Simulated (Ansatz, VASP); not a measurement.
# Two plane-wave programs on ZnS

```
Zn S
1.0
     0.00000    2.32917    2.32917
     2.32917    0.00000    2.32917
     2.32917    2.32917    0.00000
Zn S
1 1
Direct
  0.00000 0.00000 0.00000
  0.50000 0.50000 0.50000
```

Change from the starting cell: volume scaled by 0.8, PAW files.

Alike in both runs: task single point; functional PBEsol; k mesh 16 × 16 × 16; occupations fermi-dirac, width 0.05 eV; no spin polarisation.

|  | VASP | Ansatz |
| --- | --- | --- |
| version | VASP 6.6.1 | Ansatz 0.2.0 |
| potentials or method | VASP PAW PBE potentials, release 64 (Zn, S) | PAW with Ansatz's default frozen-core files, scalar-relativistic |
| plane-wave cutoff (eV) | 500 | 420 |
| valence electrons in the cell | 18 | 18 |

Ansatz gave:

- pressure (GPa): 36.4

Which values does VASP return?

Pressure (GPa): 37.2.

VASP's potentials were made for PBE, not for PBEsol. Both programs put the cell under a high pressure, so it lies far from rest at this level. With one functional, cell and mesh, what is left measures potentials, basis and numerics.
